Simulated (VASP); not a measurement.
A run of VASP 6.6.1 is set up as follows.

Contents of POSCAR:

```
Al
1.0
   -1.5912186900      1.5912186900      1.5912186900
    1.5912186900     -1.5912186900      1.5912186900
    1.5912186900      1.5912186900     -1.5912186900
Al
1
Direct
    0.0000000000      0.0000000000      0.0000000000
```

File INCAR.step1:

```
PREC = Accurate
ENCUT = 400
EDIFF = 1E-5
ISMEAR = -1
SIGMA = 0.01
LREAL = False
LASPH = True
NELM = 120
ALGO = Normal
ISIF = 2
LWAVE = True
LCHARG = False
NBANDS = 8
GGA = PE
GGA_COMPAT = False
```

Contents of INCAR.step2:

```
PREC = Accurate
ENCUT = 400
EDIFF = 1E-6
ISMEAR = -1
SIGMA = 0.01
LREAL = False
LASPH = True
NELM = 120
ALGO = Normal
ISIF = 2
LWAVE = False
LCHARG = False
GGA = PE
LHFCALC = True
HFSCREEN = 0.2079
PRECFOCK = Normal
IVDW = 12
VDW_S6 = 1.0
VDW_S8 = 2.31
VDW_A1 = 0.383
VDW_A2 = 5.685
NBANDS = 8
ISTART = 1
GGA_COMPAT = False
```

Contents of KPOINTS:

```
regular mesh
0
Gamma
  7 7 7
```

Potentials or basis: VASP PAW PBE potentials, release 64 (Al).

The run is started by

```bash
$ cat potpaw_PBE.64/Al/POTCAR > POTCAR
$ cp INCAR.step1 INCAR
$ mpirun -np 1 vasp_std > vasp.out
$ cp INCAR.step2 INCAR
$ mpirun -np 1 vasp_std > vasp.out
```

Task: Estimate the band gap on the k mesh.

Result: Zero (an odd number of electrons rules out a gap without spin polarisation).

Task: Estimate the dispersion energy per atom.

Result: -0.443 eV.

Task: What does it give for the pressure?

Result: -1.8 GPa.

Caveat: the k points lie up to 0.40 Å⁻¹ apart, too coarse for converged energies and pressures of a metal; three body term missing; the PAW data sets were made with another functional, which shifts forces and pressure a little.
